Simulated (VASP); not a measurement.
A run of VASP 6.6.1:

INCAR

```
SYSTEM = In3Se
  PREC = Accurate
  ENCUT = 520
  EDIFF = 1E-6
  ISMEAR = -1
  SIGMA = 0.05
  LREAL = .FALSE.
  LASPH = .TRUE.
  NELM = 80
  ALGO = Normal
  ISIF = 2
  LWAVE = .FALSE.
  LCHARG = .FALSE.
  NBANDS = 30
```

Contents of KPOINTS:

```
regular mesh
0
G
  6 6 6
  0 0 0
```

POSCAR

```
In3Se
1.0
    4.8355718940      0.0000000000      0.0000000000
    0.0000000000      4.8355718940      0.0000000000
    0.0000000000      0.0000000000      4.8355718940
In Se
3 1
Direct
    0.5000000000      0.5000000000      0.0000000000
    0.5000000000      0.0000000000      0.5000000000
    0.0000000000      0.5000000000      0.5000000000
    0.0000000000      0.0000000000      0.0000000000
```

Potentials or basis: VASP PAW LDA potentials, release 64 (In_d, Se).

The run is started by

```sh
$ cat potpaw_LDA.64/In_d/POTCAR potpaw_LDA.64/Se/POTCAR > POTCAR
$ mpirun -np 1 vasp_std > vasp.out
```

Hardware: 1 thread of AMD EPYC 7R13, on a shared host.

Q: Estimate the wall time of this run.

A: Wall time 110 s on 1 thread of AMD EPYC 7R13, with other jobs on the host, peak memory 0.17 GiB. Counts: scf iterations 12, k points 20.
